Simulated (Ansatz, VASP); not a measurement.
YAlSe3: VASP beside Ansatz

```
Y Al Se
1.0
     4.81095    0.00000    0.00000
     0.00000    4.81095    0.00000
     0.00000    0.00000    4.81095
Y Al Se
1 1 3
Direct
  0.00000 0.00000 0.00000
  0.50000 0.50000 0.50000
  0.00000 0.50000 0.50000
  0.50000 0.00000 0.50000
  0.50000 0.50000 0.00000
```

Change from the starting cell: species swapped into the CeBPd3 type (Pm-3m, No. 221).

Alike in both runs: task single point; functional PBE; k mesh 4 × 4 × 4; occupations gaussian, width 0.1 eV; no spin polarisation.

```csv
,VASP,Ansatz
version,VASP 6.6.1,Ansatz 0.2.0
potentials or method,"VASP PAW PBE potentials, release 64 (Y_sv, Al, Se), cutoff 520 eV","scalar-relativistic, plane waves, PAW"
valence electrons in the cell,32,62
```

|  | VASP | Ansatz | Ansatz less VASP |
| --- | --- | --- | --- |
| gap on the k mesh at the Fermi level (eV) | none | none | - |
| pressure (GPa) | 4.0 | 3.9 | -0.10 |

A gap of «none» marks a metal or a gap that the smearing closes. The functional is the same, so the differences come from potentials, cutoffs and numerics. VASP's potentials hold 32 valence electrons a cell and Ansatz's 62, so a difference there can come from the potentials and not from the codes.
